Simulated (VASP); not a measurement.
CsI:

```
Cs I
1.0
     4.60817    0.00000    0.00000
     0.00000    4.60817    0.00000
     0.00000    0.00000    4.60817
Cs I
1 1
Direct
  0.00000 0.00000 0.00000
  0.50000 0.50000 0.50000
```

Base run:

* Program: VASP 6.6.1
* Functional: PBE0
* Potentials or basis: VASP PAW PBE potentials, release 64 (Cs_sv, I)
* Cutoff: 400 eV
* k mesh: 4 × 4 × 4
* Occupations: gaussian, width 0.01 eV
* Spin: no spin polarisation

Its results: band gap on the k mesh 5.47 eV (least direct gap 5.58 eV); pressure 0.1 GPa.

Task: The run is repeated on the same cell with these changes: functional from PBE0 to HSE06. What comes out?

Result: Band gap on the k mesh 4.78 eV (least direct gap 4.88 eV); pressure 0.2 GPa.

Caveats: the PAW data sets were made with another functional, which shifts forces and pressure a little; spin-orbit coupling is left out, which moves the levels of the heavy elements.

A k mesh can miss the band edges.
